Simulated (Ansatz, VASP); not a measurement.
## One calculation of TaAs3, two programs

```
Ta As
1.0
     6.13390    0.00000    0.00000
    -3.06695    5.31211    0.00000
     0.00000    0.00000    4.92340
Ta As
2 6
Direct
  0.33333 0.66667 0.25000
  0.66667 0.33333 0.75000
  0.83300 0.66600 0.25000
  0.16700 0.83300 0.75000
  0.33400 0.16700 0.25000
  0.16700 0.33400 0.75000
  0.83300 0.16700 0.25000
  0.66600 0.83300 0.75000
```

Alike in both runs: task relaxation of cell and atoms; functional PBE; k mesh 3 × 3 × 4; occupations gaussian, width 0.1 eV; no spin polarisation.

|  | VASP | Ansatz |
| --- | --- | --- |
| version | VASP 6.6.1 | Ansatz 0.2.0 |
| potentials or method | VASP PAW PBE potentials, release 64 (Ta_pv, As), cutoff 600 eV | scalar-relativistic, plane waves, PAW |
| valence electrons in the cell | 52 | 116 |

```tsv
	VASP	Ansatz	Ansatz less VASP
gap on the k mesh at the Fermi level, each at its own relaxed structure (eV)	none	none	-
relaxed volume (Å³/atom)	18.95	18.95	+0.005
relaxed length of the cell vector where the two differ most in proportion (Å)	6.073	6.075	+0.0016
```

A gap of «none» marks a metal or a gap that the smearing closes. VASP's potentials hold 52 valence electrons a cell and Ansatz's 116, so a difference there can come from the potentials and not from the codes.

The k mesh is coarse, so the values compare programs but aren't converged. Neither program's run includes spin-orbit coupling.
